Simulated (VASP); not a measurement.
# In2GaAs3 (P3m1) in VASP: single point with r2SCAN

Aim: the single point of In2GaAs3 with r2SCAN.

All numbers are computed with VASP 6.6.1; they aren't measurements. Logs are shortened: lines on timing, memory, paths and dates and some standing lists are left out, and cuts for length are marked.

## 1. The cell of the first run

The structure is trigonal, space group P3m1 (No. 156). The conventional cell has a = 4.273 Å, b = 4.273 Å, c = 10.492 Å, α = 90.00°, β = 90.00°, γ = 120.00°. Within 3.5 Å of In (site symmetry 3m) lie 4 As at 2.64 to 2.67 Å. In (site symmetry 3m) has 4 As at 2.64 to 2.68 Å within 3.5 Å. Within 3.3 Å of Ga (site symmetry 3m) lie 4 As at 2.49 to 2.58 Å. As (site symmetry 3m) has 4 In at 2.64 to 2.67 Å within 3.5 Å. As (site symmetry 3m) has 3 Ga at 2.58 Å and 1 In at 2.68 Å within 3.4 Å. As (site symmetry 3m) has 1 Ga at 2.49 Å and 3 In at 2.64 Å within 3.3 Å.

## 2. Single point, r2SCAN

Contents of POSCAR:

```
In2GaAs3
1.0
    4.2728116051      0.0000000000      0.0000000000
   -2.1364058025      3.7003633956      0.0000000000
    0.0000000000      0.0000000000     10.4922308000
In Ga As
2 1 3
Direct
    0.3333333333      0.6666666667      0.0053320000
    0.6666666667      0.3333333333      0.6602850000
    0.0000000000      0.0000000000      0.3327260000
    0.3333333333      0.6666666667      0.7511670000
    0.6666666667      0.3333333333      0.4048620000
    0.0000000000      0.0000000000      0.0956270000
```

Contents of INCAR.step1:

```
PREC = Accurate
ENCUT = 520
ISMEAR = 0
SIGMA = 0.1
LREAL = F
LASPH = T
NELM = 100
NBANDS = 36
GGA = PE
ALGO = Normal
EDIFF = 1E-4
LWAVE = T
LCHARG = F
```

Contents of INCAR.step2:

```
PREC = Accurate
ENCUT = 520
EDIFF = 1E-6
ISMEAR = 0
SIGMA = 0.1
LREAL = F
LASPH = T
NELM = 100
ALGO = Normal
ISIF = 2
LWAVE = F
LCHARG = T
METAGGA = R2SCAN
LMIXTAU = T
LELF = T
LVHAR = T
NBANDS = 36
ISTART = 1
```

Contents of KPOINTS:

```
Automatic mesh
0
Gamma
  12 12 4
```

Potentials or basis: VASP PAW PBE potentials, release 64 (In_d, Ga_d, As).

The run is started by

```
$ cat potpaw_PBE.64/In_d/POTCAR potpaw_PBE.64/Ga_d/POTCAR potpaw_PBE.64/As/POTCAR > POTCAR
$ cp INCAR.step1 INCAR
$ mpirun -np 1 vasp_std > vasp.out
$ cp INCAR.step2 INCAR
$ mpirun -np 1 vasp_std > vasp.out
```

OUTCAR:

```text
PREC = Accurate
   ENCUT = 520
   EDIFF = 1E-6
   ISMEAR = 0
   LREAL = F
   LASPH = T
   NELM = 100
   ISIF = 2
   METAGGA = R2SCAN
   ISTART = 1

 ion  position               nearest neighbor table
   1  0.333  0.667  0.005-   6 2.64   6 2.64   6 2.64   4 2.67
   2  0.667  0.333  0.660-   4 2.64   4 2.64   4 2.64   5 2.68
   3  0.000  0.000  0.333-   6 2.49   5 2.58   5 2.58   5 2.58
   4  0.333  0.667  0.751-   2 2.64   2 2.64   2 2.64   1 2.67
   5  0.667  0.333  0.405-   3 2.58   3 2.58   3 2.58   2 2.68
   6  0.000  0.000  0.096-   3 2.49   1 2.64   1 2.64   1 2.64

  LATTYP: Found a hexagonal cell.
 ALAT       =     4.2728116051
 C/A-ratio  =     2.4555800184

  Lattice vectors:

 A1 = (   4.2728116051,   0.0000000000,   0.0000000000)
 A2 = (  -2.1364058025,   3.7003633956,   0.0000000000)
 A3 = (   0.0000000000,   0.0000000000,  10.4922308000)

Analysis of symmetry for initial positions (statically):
=====================================================================
 Subroutine PRICEL returns:
 Original cell was already a primitive cell.

 Routine SETGRP: Setting up the symmetry group for a
 hexagonal supercell.

 Subroutine GETGRP returns: Found  6 space group operations
 (whereof  6 operations were pure point group operations)
 out of a pool of 24 trial point group operations.

The static configuration has the point symmetry C_3v.

Analysis of symmetry for dynamics (positions and initial velocities):
=====================================================================
 Subroutine PRICEL returns:
 Original cell was already a primitive cell.

 Routine SETGRP: Setting up the symmetry group for a
 hexagonal supercell.

 Subroutine GETGRP returns: Found  6 space group operations
 (whereof  6 operations were pure point group operations)
 out of a pool of 24 trial point group operations.

The dynamic configuration has the point symmetry C_3v.

 Subroutine INISYM returns: Found  6 space group operations
 (whereof  6 operations are pure point group operations),
 and found     1 'primitive' translations

----------------------------------------------------------------------------------------

                                     Primitive cell

  volume of cell :     165.8922

  direct lattice vectors                    reciprocal lattice vectors
     4.272811605  0.000000000  0.000000000     0.234037934  0.135121864  0.000000000
    -2.136405803  3.700363396  0.000000000     0.000000000  0.270243728  0.000000000
     0.000000000  0.000000000 10.492230800     0.000000000  0.000000000  0.095308616

  length of vectors
     4.272811605  4.272811605 10.492230800     0.270243728  0.270243728  0.095308616

  position of ions in fractional coordinates (direct lattice)
     0.333333333  0.666666667  0.005332000
     0.666666667  0.333333333  0.660285000
     0.000000000  0.000000000  0.332726000
     0.333333333  0.666666667  0.751167000
     0.666666667  0.333333333  0.404862000
     0.000000000  0.000000000  0.095627000

  ion indices of the primitive-cell ions
   primitive index   ion index
                 1           1
                 2           2
                 3           3
                 4           4
                 5           5
                 6           6

----------------------------------------------------------------------------------------

 KPOINTS: Automatic mesh

Automatic generation of k-mesh.
 Grid dimensions read from file:
 generate k-points for:   12   12    4

 Generating k-lattice:

  Cartesian coordinates                     Fractional coordinates (reciprocal lattice)
     0.019503161  0.011260155  0.000000000     0.083333333  0.000000000  0.000000000
     0.000000000  0.022520311  0.000000000     0.000000000  0.083333333  0.000000000
     0.000000000  0.000000000  0.023827154     0.000000000  0.000000000  0.250000000

  Length of vectors
     0.022520311  0.022520311  0.023827154

  Shift w.r.t. Gamma in fractional coordinates (k-lattice)
     0.000000000  0.000000000  0.000000000

 Subroutine IBZKPT returns following result:
 ===========================================

 Found     69 irreducible k-points:

 Following reciprocal coordinates:
            Coordinates               Weight
  0.000000  0.000000  0.000000      1.000000
  0.083333 -0.000000  0.000000      6.000000
  0.166667 -0.000000  0.000000      6.000000
  0.250000 -0.000000  0.000000      6.000000
  0.333333 -0.000000  0.000000      6.000000
  0.416667  0.000000  0.000000      6.000000
[... 16 lines left out ...]
  0.166667 -0.000000  0.250000      6.000000
  0.000000  0.166667  0.250000      6.000000
 [... further k-points ...]
   k-points           NKPTS =     69   k-points in BZ     NKDIM =     69   number of bands    NBANDS=     36
   number of dos      NEDOS =    301   number of ions     NIONS =      6
   total plane-waves  NPLWV =  81920
   dimension x,y,z NGX =    32 NGY =   32 NGZ =   80
   dimension x,y,z NGXF=    64 NGYF=   64 NGZF=  160
   ions per type =               2   1   3
   NGX,Y,Z   is equivalent  to a cutoff of  12.45, 12.45, 12.68 a.u.
   NGXF,Y,Z  is equivalent  to a cutoff of  24.90, 24.90, 25.35 a.u.
 SYSTEM =  unknown system
   PREC   = accura    normal or accurate (medium, high low for compatibility)
   ISTART =      1    job   : 0-new  1-cont  2-samecut
   ICHARG =      0    charge: 1-file 2-atom 10-const
   ISPIN  =      1    spin polarized calculation?
   LNONCOLLINEAR =      F non collinear calculations
   LSORBIT =      F    spin-orbit coupling
   LASPH  =      T    aspherical Exc in radial PAW
   ENCUT  =  520.0 eV  38.22 Ry    6.18 a.u.   7.94  7.94 19.51*2*pi/ulx,y,z
   NELM   =    100;   NELMIN=  2; NELMDL=  0     # of ELM steps
   EDIFF  = 0.1E-05   stopping-criterion for ELM
   LREAL  =      F    real-space projection
   EDIFFG = 0.1E-04   stopping-criterion for IOM
   NSW    =      0    number of steps for IOM
   IBRION =     -1    ionic relax: 0-MD 1-quasi-New 2-CG
   NFREE  =      0    steps in history (QN), initial steepest desc. (CG)
   ISIF   =      2    stress and relaxation
   ISYM   =      2    0-nonsym 1-usesym 2-fastsym
   POTIM  = 0.5000    time-step for ionic-motion
   TEBEG  =    0.0;   TEEND  =   0.0 temperature during run
   PSTRESS=    0.0 pullay stress
   NELECT =      54.0000    total number of electrons
   NUPDOWN=      -1.0000    fix difference up-down
   EMIN   =  10.00;   EMAX   =-10.00  energy-range for DOS
   EFERMI =   0.00;   METHOD = LEGACY
   ISMEAR =     0;   SIGMA  =   0.10  broadening in eV -4-tet -1-fermi 0-gaus
   EFERMI_NEDOS =   21; number of points for ismear=-14 and -15
   IALGO  =     38    algorithm
   IMIX   =      4    mixing-type and parameters
     AMIX     =   0.40;   BMIX     =  1.00
     AMIX_MAG =   1.60;   BMIX_MAG =  1.00
  volume/ion in A,a.u.               =      27.65       186.58
  Fermi-wavevector in a.u.,A,eV,Ry     =   1.126153  2.128121 17.255191  1.268221
  Thomas-Fermi vector in A             =   2.262834
   LORBIT       =      0    0 simple, 1 ext, 2 COOP (PROOUT), +10 PAW based schemes
   METAGGA = R2SCAN    functional components
   LHFCALC =     F    Hartree Fock is set to
   AEXX    =    0.0000 exact exchange contribution
   IVDW    =     0    specifies the selected vdW correction
   LEPSILON=     F    determine dielectric tensor
   LRPA    =     F    only Hartree local field effects (RPA)
 non-spin polarized calculation
 Gauss-broadening in eV      SIGMA  =   0.10
  energy-cutoff  :      520.00
  volume of cell :      165.89
 maximum number of plane-waves:      4502
   NGX = 15   NGY = 15   NGZ = 39

 number of electron      53.9999996 magnetization

 Free energy of the ion-electron system (eV)
  ---------------------------------------------------
  ext. energy  EPLUGINS =         0.00000000
  ---------------------------------------------------
  free energy    TOTEN  =      -102.96077348 eV

  energy without entropy =     -102.96034507  energy(sigma->0) =     -102.96055927

 E-fermi :   3.6074     XC(G=0):  -9.5469

 val. band max:        3.5610030782   @ k =   0.0000   0.0000   0.0000
 cond. band min:       4.0268599698   @ k =   0.0000   0.0000   0.2500
 fundamental gap:      0.4658568916
 Fermi energy:         3.6074100559

 k-point     1 :       0.0000    0.0000    0.0000
  band No.  band energies     occupation
      1     -11.7488      2.00000
      2     -11.6987      2.00000
      3     -11.6986      2.00000
      4     -11.6502      2.00000
      5     -11.6501      2.00000
      6     -11.3049      2.00000
[... 28 lines left out ...]
     35       8.4085      0.00000
     36       8.7755      0.00000

 k-point     2 :       0.0833   -0.0000    0.0000
  band No.  band energies     occupation
      1     -11.7485      2.00000
      2     -11.7006      2.00000
      3     -11.6975      2.00000
      4     -11.6507      2.00000
      5     -11.6501      2.00000
      6     -11.3090      2.00000
[... 28 lines left out ...]
     35       8.5332      0.00000
     36       8.6301      0.00000

 k-point     3 :       0.1667   -0.0000    0.0000
  band No.  band energies     occupation
      1     -11.7482      2.00000
      2     -11.7056      2.00000
      3     -11.6944      2.00000
      4     -11.6520      2.00000
      5     -11.6498      2.00000
      6     -11.3211      2.00000
[... 28 lines left out ...]
     35       8.5719      0.00000
     36       8.9066      0.00000
[... 742 lines left out ...]
 k-point    23 :       0.1667   -0.0000    0.2500
  band No.  band energies     occupation
      1     -11.7482      2.00000
      2     -11.7056      2.00000
      3     -11.6944      2.00000
      4     -11.6520      2.00000
      5     -11.6498      2.00000
      6     -11.3203      2.00000
[... 28 lines left out ...]
     35       8.4883      0.00000
     36       9.0980      0.00000

 k-point    24 :       0.0000    0.1667    0.2500
  band No.  band energies     occupation
      1     -11.7482      2.00000
      2     -11.7056      2.00000
      3     -11.6944      2.00000
      4     -11.6520      2.00000
      5     -11.6498      2.00000
      6     -11.3199      2.00000
[... 28 lines left out ...]
     35       8.7198      0.00000
     36       8.8822      0.00000

 [... further k-points ...]

------------------------ aborting loop because EDIFF is reached ----------------------------------------

  FORCE on cell =-STRESS in cart. coord.  units (eV):
  Direction    XX          YY          ZZ          XY          YZ          ZX
  --------------------------------------------------------------------------------------
  -------------------------------------------------------------------------------------
  Total       -2.2195517     -2.2195517     -2.2642134     -0.0000000      0.0000000     -0.0000000
  in kB      -21.4363034    -21.4363034    -21.8676432     -0.0000000      0.0000000     -0.0000000
  external PRESSURE =     -21.5800833 kB  Pullay stress =       0.0000000 kB

 VOLUME and BASIS-vectors are now :
 -----------------------------------------------------------------------------
  energy-cutoff  :      520.00
  volume of cell :      165.89
      direct lattice vectors                 reciprocal lattice vectors
     4.272811605  0.000000000  0.000000000     0.234037934  0.135121864  0.000000000
    -2.136405803  3.700363396  0.000000000     0.000000000  0.270243728  0.000000000
     0.000000000  0.000000000 10.492230800     0.000000000  0.000000000  0.095308616

 POSITION                                       TOTAL-FORCE (eV/Angst)
 -----------------------------------------------------------------------------------
     -0.00000      2.46691      0.05594         0.000000      0.000000      0.025840
      2.13641      1.23345      6.92786         0.000000     -0.000000      0.023321
      0.00000      0.00000      3.49104        -0.000000      0.000000     -0.058312
     -0.00000      2.46691      7.88142         0.000000      0.000000     -0.021968
      2.13641      1.23345      4.24791        -0.000000      0.000000      0.018200
      0.00000      0.00000      1.00334         0.000000      0.000000      0.012918
 -----------------------------------------------------------------------------------
    total drift:                               -0.000004      0.000002      0.015566

  FREE ENERGIE OF THE ION-ELECTRON SYSTEM (eV)
  ---------------------------------------------------
  free  energy   TOTEN  =      -102.9607734751 eV

  energy  without entropy=     -102.9603450731  energy(sigma->0) =     -102.96055927
```

Run time: 10 min. Hardware: 1 thread of Intel Xeon 6975P-C (Granite Rapids), shared host; peak memory 0.58 GiB.

Results:

```
Free energy            : -102.9608 eV
Pressure               : -2.2 GPa
Largest force          : 0.058 eV/Å
Band gap on the k mesh : zero (filled and empty bands touch)
```

Forces on the atoms (eV/Å):
```
In   0.000  0.000  0.026
In   0.000  0.000  0.023
Ga   0.000  0.000 -0.058
As   0.000  0.000 -0.022
As   0.000  0.000  0.018
As   0.000  0.000  0.013
```

Caveat: semilocal functionals underestimate gaps, so a narrow gap can read as zero; the PAW data sets were made with another functional, which shifts forces and pressure a little; spin-orbit coupling is left out, which moves the levels of the heavy elements.
